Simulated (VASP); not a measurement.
Input of a VASP 6.6.1 run:

File INCAR:

```
SYSTEM = SnO2
ALGO = Normal
EDIFF = 1E-7
ENCUT = 520
GGA = RE
ISIF = 2
ISMEAR = 0
LASPH = .TRUE.
LCHARG = .FALSE.
LREAL = .FALSE.
LWAVE = .FALSE.
NBANDS = 35
NELM = 80
PREC = Accurate
SIGMA = 0.05
```

The input KPOINTS:

```
k-points
0
G
  6 6 8
  0 0 0
```

POSCAR

```
SnO2
1.0
    4.7380000000      0.0000000000      0.0000000000
    0.0000000000      4.7380000000      0.0000000000
    0.0000000000      0.0000000000      3.1865000000
Sn O
2 4
Direct
    0.5000000000      0.5000000000      0.5000000000
    0.0000000000      0.0000000000      0.0000000000
    0.8071000000      0.1929000000      0.5000000000
    0.6929000000      0.6929000000      0.0000000000
    0.1929000000      0.8071000000      0.5000000000
    0.3071000000      0.3071000000      0.0000000000
```

Potentials or basis: VASP PAW PBE potentials, release 64 (Sn_d, O).

Run with:

```sh
$ cat potpaw_PBE.64/Sn_d/POTCAR potpaw_PBE.64/O/POTCAR > POTCAR
$ mpirun -np 1 vasp_std > vasp.out
```

Problem. Estimate the band gap on the k mesh.

Solution. 1.34 eV, direct.

Problem. Estimate the pressure.

Solution. 14.9 GPa.

Problem. What does it give for the largest force?

Solution. 0.317 eV/Å.

Stress tensor (GPa, compression positive):
```
13.75  0.00  0.00
 0.00 13.75  0.00
 0.00  0.00 17.18
```

Caveat: the PAW data sets were made with another functional, which shifts forces and pressure a little; spin-orbit coupling is left out, which moves the levels of the heavy elements.
